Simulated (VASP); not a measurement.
# Cu (Fm-3m) in VASP: further runs, part 2 of 2

VASP 6.6.1. The steps go on from the part before.

### 3 Relaxation of cell and atoms, PBEsol

This run uses another cell than the first one, of 11.81 Å³/atom, 1.045 times its volume.

The input, INCAR:

```
SYSTEM = Cu
  PREC = Accurate
  ENCUT = 600
  EDIFF = 1E-6
  ISMEAR = -1
  SIGMA = 0.1
  LREAL = .FALSE.
  LASPH = .TRUE.
  NELM = 80
  ALGO = Normal
  ISIF = 3
  LWAVE = .FALSE.
  LCHARG = .FALSE.
  GGA = PS
  IBRION = 2
  NSW = 60
  EDIFFG = -0.02
```

The input, KPOINTS:

```
Automatic mesh
0
G
  11 11 11
  0 0 0
```

The input, POSCAR:

```
Cu
1.0
    0.0000000000      1.8075000000      1.8075000000
    1.8075000000      0.0000000000      1.8075000000
    1.8075000000      1.8075000000      0.0000000000
Cu
1
Direct
    0.0000000000      0.0000000000      0.0000000000
```

Potentials or basis: VASP PAW PBE potentials, release 64 (Cu).

Command:

```
$ cat potpaw_PBE.64/Cu/POTCAR > POTCAR
$ mpirun -np 1 vasp_std > vasp.out
```

OUTCAR:

```text
SYSTEM = Cu
   PREC = Accurate
   ENCUT = 600
   EDIFF = 1E-6
   ISMEAR = -1
   LREAL = .FALSE.
   LASPH = .TRUE.
   NELM = 80
   ISIF = 3
   GGA = PS
   IBRION = 2
   NSW = 60
   EDIFFG = -0.02

 ion  position               nearest neighbor table
   1  0.000  0.000  0.000-

  LATTYP: Found a face centered cubic cell.
 ALAT       =     3.6150000000

  Lattice vectors:

 A1 = (   0.0000000000,   1.8075000000,   1.8075000000)
 A2 = (   1.8075000000,   0.0000000000,   1.8075000000)
 A3 = (   1.8075000000,   1.8075000000,   0.0000000000)

Analysis of symmetry for initial positions (statically):
=====================================================================
 Subroutine PRICEL returns:
 Original cell was already a primitive cell.

 Routine SETGRP: Setting up the symmetry group for a
 face centered cubic supercell.

 Subroutine GETGRP returns: Found 48 space group operations
 (whereof 48 operations were pure point group operations)
 out of a pool of 48 trial point group operations.

The static configuration has the point symmetry O_h .

Analysis of symmetry for dynamics (positions and initial velocities):
=====================================================================
 Subroutine PRICEL returns:
 Original cell was already a primitive cell.

 Routine SETGRP: Setting up the symmetry group for a
 face centered cubic supercell.

 Subroutine GETGRP returns: Found 48 space group operations
 (whereof 48 operations were pure point group operations)
 out of a pool of 48 trial point group operations.

The dynamic configuration has the point symmetry O_h .

 Subroutine INISYM returns: Found 48 space group operations
 (whereof 48 operations are pure point group operations),
 and found     1 'primitive' translations

----------------------------------------------------------------------------------------

                                     Primitive cell

  volume of cell :      11.8104

  direct lattice vectors                    reciprocal lattice vectors
     0.000000000  1.807500000  1.807500000    -0.276625173  0.276625173  0.276625173
     1.807500000  0.000000000  1.807500000     0.276625173 -0.276625173  0.276625173
     1.807500000  1.807500000  0.000000000     0.276625173  0.276625173 -0.276625173

  length of vectors
     2.556191014  2.556191014  2.556191014     0.479128854  0.479128854  0.479128854

  position of ions in fractional coordinates (direct lattice)
     0.000000000  0.000000000  0.000000000

  ion indices of the primitive-cell ions
   primitive index   ion index
                 1           1

----------------------------------------------------------------------------------------

 KPOINTS: Automatic mesh

Automatic generation of k-mesh.
 Grid dimensions read from file:
 generate k-points for:   11   11   11

 Generating k-lattice:

  Cartesian coordinates                     Fractional coordinates (reciprocal lattice)
    -0.025147743  0.025147743  0.025147743     0.090909091  0.000000000  0.000000000
     0.025147743 -0.025147743  0.025147743     0.000000000  0.090909091  0.000000000
     0.025147743  0.025147743 -0.025147743     0.000000000  0.000000000  0.090909091

[... 43 lines left out ...]
   ions per type =               1
   NGX,Y,Z   is equivalent  to a cutoff of  13.01, 13.01, 13.01 a.u.
   NGXF,Y,Z  is equivalent  to a cutoff of  26.01, 26.01, 26.01 a.u.
 SYSTEM =  Cu
   PREC   = accura    normal or accurate (medium, high low for compatibility)
   ISTART =      0    job   : 0-new  1-cont  2-samecut
   ICHARG =      2    charge: 1-file 2-atom 10-const
   ISPIN  =      1    spin polarized calculation?
   LNONCOLLINEAR =      F non collinear calculations
   LSORBIT =      F    spin-orbit coupling
   LASPH  =      T    aspherical Exc in radial PAW
   ENCUT  =  600.0 eV  44.10 Ry    6.64 a.u.   5.11  5.11  5.11*2*pi/ulx,y,z
   NELM   =     80;   NELMIN=  2; NELMDL= -5     # of ELM steps
   EDIFF  = 0.1E-05   stopping-criterion for ELM
   LREAL  =      F    real-space projection
   EDIFFG = -.2E-01   stopping-criterion for IOM
   NSW    =     60    number of steps for IOM
   IBRION =      2    ionic relax: 0-MD 1-quasi-New 2-CG
   NFREE  =      1    steps in history (QN), initial steepest desc. (CG)
   ISIF   =      3    stress and relaxation
   ISYM   =      2    0-nonsym 1-usesym 2-fastsym
   POTIM  = 0.5000    time-step for ionic-motion
   TEBEG  =    0.0;   TEEND  =   0.0 temperature during run
   PSTRESS=    0.0 pullay stress
   NELECT =      11.0000    total number of electrons
   NUPDOWN=      -1.0000    fix difference up-down
   EMIN   =  10.00;   EMAX   =-10.00  energy-range for DOS
   EFERMI =   0.00;   METHOD = LEGACY
   ISMEAR =    -1;   SIGMA  =   0.10  broadening in eV -4-tet -1-fermi 0-gaus
   EFERMI_NEDOS =   21; number of points for ismear=-14 and -15
   IALGO  =     38    algorithm
   IMIX   =      4    mixing-type and parameters
     AMIX     =   0.40;   BMIX     =  1.00
     AMIX_MAG =   1.60;   BMIX_MAG =  1.00
  volume/ion in A,a.u.               =      11.81        79.70
  Fermi-wavevector in a.u.,A,eV,Ry     =   1.598763  3.021224 34.777078  2.556043
  Thomas-Fermi vector in A             =   2.696162
   LORBIT       =      0    0 simple, 1 ext, 2 COOP (PROOUT), +10 PAW based schemes
   GGA     = PS    functional components
   LHFCALC =     F    Hartree Fock is set to
   AEXX    =    0.0000 exact exchange contribution
   IVDW    =     0    specifies the selected vdW correction
   LEPSILON=     F    determine dielectric tensor
   LRPA    =     F    only Hartree local field effects (RPA)
 conjugate gradient relaxation of ions
 non-spin polarized calculation
  energy-cutoff  :      600.00
  volume of cell :       11.81
 maximum number of plane-waves:       411
   NGX = 11   NGY = 11   NGZ = 11

--------------------------------------- Ionic step        1  -------------------------------------------

 number of electron      11.0000001 magnetization

 Free energy of the ion-electron system (eV)
  ---------------------------------------------------
  ext. energy  EPLUGINS =         0.00000000
  ---------------------------------------------------
  free energy    TOTEN  =        -4.30910587 eV

  energy without entropy =       -4.30141170  energy(sigma->0) =       -4.30525878

------------------------ aborting loop because EDIFF is reached ----------------------------------------

  FORCE on cell =-STRESS in cart. coord.  units (eV):
  Direction    XX          YY          ZZ          XY          YZ          ZX
  --------------------------------------------------------------------------------------
  -------------------------------------------------------------------------------------
  Total       -0.4373403     -0.4373403     -0.4373403     -0.0000000     -0.0000000      0.0000000
  in kB      -59.3287479    -59.3287479    -59.3287479     -0.0000000     -0.0000000      0.0000000
  external PRESSURE =     -59.3287479 kB  Pullay stress =       0.0000000 kB
[... 57 lines left out ...]
--------------------------------------- Ionic step        3  -------------------------------------------

 number of electron      11.0000013 magnetization

 Free energy of the ion-electron system (eV)
  ---------------------------------------------------
  ext. energy  EPLUGINS =         0.00000000
  ---------------------------------------------------
  free energy    TOTEN  =        -4.31803243 eV

  energy without entropy =       -4.31084695  energy(sigma->0) =       -4.31443969

 E-fermi :   7.9789     XC(G=0): -13.1428

 val. band max:        7.8541593767   @ k =   0.4545   0.2727   0.0000
 cond. band min:       8.0678496862   @ k =   0.4545   0.3636   0.0000
 fundamental gap:      0.2136903095
 Fermi energy:         7.9789335987

 k-point     1 :       0.0000    0.0000    0.0000
  band No.  band energies     occupation
      1      -1.7949      2.00000
      2       4.7451      2.00000
      3       4.7451      2.00000
      4       4.7451      2.00000
      5       5.6296      2.00000
      6       5.6296      2.00000
      7      30.8047      0.00000
      8      33.7299      0.00000
      9      33.7299      0.00000
[... 265 lines left out ...]
 k-point    24 :      -0.1818    0.1818    0.0000
  band No.  band energies     occupation
      1       1.2034      2.00000
      2       4.2497      2.00000
      3       4.8063      2.00000
      4       5.2694      2.00000
      5       5.2860      2.00000
      6       6.3007      2.00000
      7      21.5603      0.00000
      8      22.3446      0.00000
      9      32.4592      0.00000

 [... further k-points ...]

------------------------ aborting loop because EDIFF is reached ----------------------------------------

  FORCE on cell =-STRESS in cart. coord.  units (eV):
  Direction    XX          YY          ZZ          XY          YZ          ZX
  --------------------------------------------------------------------------------------
  -------------------------------------------------------------------------------------
  Total        0.0020876      0.0020876      0.0020876      0.0000000     -0.0000000      0.0000000
  in kB        0.2947246      0.2947246      0.2947246      0.0000000     -0.0000000      0.0000000
  external PRESSURE =       0.2947246 kB  Pullay stress =       0.0000000 kB
[... 16 lines left out ...]
  FREE ENERGIE OF THE ION-ELECTRON SYSTEM (eV)
  ---------------------------------------------------
  free  energy   TOTEN  =        -4.3180324273 eV

  energy  without entropy=       -4.3108469457  energy(sigma->0) =       -4.31443969

 reached required accuracy - stopping structural energy minimisation
```

OSZICAR:

```text
N       E                     dE             d eps       ncg     rms          rms(c)
DAV:   1     0.389340686469E+02    0.38934E+02   -0.61427E+03  1024   0.229E+03
DAV:   2    -0.491329553977E+01   -0.43847E+02   -0.41917E+02  1008   0.208E+02
DAV:   3    -0.539266876383E+01   -0.47937E+00   -0.47772E+00  1173   0.320E+01
[... 23 lines left out ...]
DAV:   3    -0.432191484957E+01    0.35015E-01   -0.28130E-01  1051   0.128E+01    0.443E-01
DAV:   4    -0.431805295035E+01    0.38619E-02   -0.71942E-03  1428   0.129E+00    0.454E-02
DAV:   5    -0.431803337984E+01    0.19571E-04   -0.18130E-04  1091   0.312E-01    0.138E-02
DAV:   6    -0.431803231046E+01    0.10694E-05   -0.58058E-06   788   0.445E-02    0.755E-04
DAV:   7    -0.431803242729E+01   -0.11683E-06   -0.32804E-07   535   0.822E-03
   3 F= -.43180324E+01 E0= -.43144397E+01  d E =-.892656E-02
```

CONTCAR:

```text
Cu
   1.00000000000000
    -0.0000000000000000    1.7836348319608843    1.7836348319608843
     1.7836348319608843    0.0000000000000000    1.7836348319608843
     1.7836348319608843    1.7836348319608843    0.0000000000000000
  Cu
     1
Direct
     0.0000000000000000    0.0000000000000000    0.0000000000000000

  0.00000000E+00  0.00000000E+00  0.00000000E+00
```

Wall time 19 s (1 thread of AMD EPYC 7R43 (Zen 3), shared host); peak memory 0.09 GiB.

Results:

| Item | Value |
| --- | --- |
| Free energy | -4.3180 eV |
| Relaxed volume | 11.35 Å³/atom |
| Relaxed cell | a = 2.522 Å, b = 2.522 Å, c = 2.522 Å, α = 60.00°, β = 60.00°, γ = 60.00° |
| Space group after relaxing (to 0.05 Å) | Fm-3m (No. 225) |
| Energy gained by relaxing | 8.9 meV/atom |
| Ionic steps | 3 |
| Pressure after relaxing | 0.0 GPa |

The path:
```tsv
step	energy change (eV)	largest force (eV/Å)	pressure (GPa)	volume (Å³)
1	0.0000	0.0000	-5.93	11.81
2	-0.0054	0.0000	4.27	11.08
3	-0.0089	0.0000	0.03	11.35
```

Final structure:
```
Cu
1.0
     0.00000    1.78363    1.78363
     1.78363    0.00000    1.78363
     1.78363    1.78363    0.00000
Cu
1
Direct
  0.00000 0.00000 0.00000
```

Caveat: the PAW data sets were made with another functional, which shifts forces and pressure a little.
